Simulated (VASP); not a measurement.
Wanted: the native input for a VASP 6.6.1 run.

| Quantity | Value |
| --- | --- |
| Task | single point |
| Functional | r2SCAN |
| Potentials or basis | VASP PAW PBE potentials, release 64 (Sn_d, O) |
| Cutoff | 520 eV |
| k mesh | 10 × 10 × 4 |
| Occupations | gaussian, width 0.02 eV |
| Spin | no spin polarisation |
| Dipole correction | no |
| Further INCAR settings | ALGO = Normal; EDIFF = 1e-07; NBANDS = 50 |

The system is SnO.

```
Sn O
1.0
     2.66779   -2.66779    0.00000
     2.66779    2.66779    0.00000
     0.00000    0.00000    9.25164
Sn O
4 4
Direct
  0.75002 0.24998 0.87373
  0.24998 0.75002 0.12627
  0.74998 0.25002 0.37373
  0.25002 0.74998 0.62627
  0.24997 0.25003 0.25000
  0.75003 0.74997 0.75000
  0.25003 0.24997 0.75000
  0.74997 0.75003 0.25000
```

These files were run (other wordings do the same):

POSCAR

```
SnO
1.0
    2.6677850118     -2.6677914328      0.0000000000
    2.6677850118      2.6677914328      0.0000000000
    0.0000000000      0.0000000000      9.2516439470
Sn O
4 4
Direct
    0.7500234922      0.2499765078      0.8737345058
    0.2499765078      0.7500234922      0.1262654942
    0.7499765078      0.2500234922      0.3737345058
    0.2500234922      0.7499765078      0.6262654942
    0.2499722528      0.2500277472      0.2500000000
    0.7500277472      0.7499722528      0.7500000000
    0.2500277472      0.2499722528      0.7500000000
    0.7499722528      0.7500277472      0.2500000000
```

INCAR.step1

```
SYSTEM = SnO
  PREC = Accurate
  ENCUT = 520
  ISMEAR = 0
  SIGMA = 0.02
  LREAL = .FALSE.
  LASPH = .TRUE.
  NELM = 100
  NBANDS = 50
  GGA = PE
  ALGO = Normal
  EDIFF = 1E-4
  LWAVE = .TRUE.
  LCHARG = .FALSE.
```

INCAR.step2

```
SYSTEM = SnO
  PREC = Accurate
  ENCUT = 520
  EDIFF = 1E-7
  ISMEAR = 0
  SIGMA = 0.02
  LREAL = .FALSE.
  LASPH = .TRUE.
  NELM = 100
  ALGO = Normal
  ISIF = 2
  LWAVE = .FALSE.
  LCHARG = .FALSE.
  METAGGA = R2SCAN
  LMIXTAU = .TRUE.
  NBANDS = 50
  ISTART = 1
```

KPOINTS

```
regular mesh
0
G
  10 10 4
  0 0 0
```

Potentials or basis: VASP PAW PBE potentials, release 64 (Sn_d, O).

Command:

```sh
$ cat potpaw_PBE.64/Sn_d/POTCAR potpaw_PBE.64/O/POTCAR > POTCAR
$ cp INCAR.step1 INCAR
$ mpirun -np 1 vasp_std > vasp.out
$ cp INCAR.step2 INCAR
$ mpirun -np 1 vasp_std > vasp.out
```

It gave:

```json
{"Pressure": "3.7 GPa", "Largest force": "0.157 eV/Å", "Band gap on the k mesh": "zero (band 40 reaches 8.03 eV, above the bottom of band 41 at 7.80 eV)"}
```

Caveat: the PAW data sets were made with another functional, which shifts forces and pressure a little; spin-orbit coupling is left out, which moves the levels of the heavy elements.

Run time: 32 min on 1 thread of Intel Xeon 6975P-C, on a shared host, peak memory 0.55 GiB.
